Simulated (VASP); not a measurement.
Crystal: TaS2.

```
Ta S
1.0
     3.38286    0.00000    0.00000
    -1.69143    2.92964    0.00000
     0.00000    0.00000    6.16798
Ta S
1 2
Cartesian
  0.0000 0.0000 0.0000
  1.6914 0.9765 4.6524
  0.0000 1.9531 1.5156
```

Base run:

| Item | Value |
| --- | --- |
| Program | VASP 6.6.1 |
| Functional | PBE |
| Potentials or basis | VASP PAW PBE potentials, release 64 (Ta_pv, S) |
| Cutoff | 500 eV |
| k mesh | 6 × 6 × 4 |
| Occupations | gaussian, width 0.1 eV |
| Spin | no spin polarisation |

Its results: band gap on the k mesh zero (an odd number of electrons rules out a gap without spin polarisation); pressure 1.4 GPa; largest force 0.147 eV/Å.

Question: The run is repeated on the same cell with these changes: k mesh from 6 × 6 × 4, through Γ to 4 × 1 × 5, shifted; further incar settings from ALGO = Normal; EDIFF = 1e-06; NBANDS = 18 to ALGO = Normal; EDIFF = 1e-06; NBANDS = 18; ISYM = 0. What comes out?

Answer: Band gap on the k mesh zero (an odd number of electrons rules out a gap without spin polarisation); pressure -1.4 GPa; largest force 1.726 eV/Å.

Caveats: some runs use coarse meshes; spin-orbit coupling is left out, which moves the levels of the heavy elements; this functional lacks dispersion, which binds the layers, so the pressure and a relaxed spacing across them are unreliable; forces of over 1 eV/Å act on the atoms, so gaps and moduli don't describe the material at rest (at least some runs).
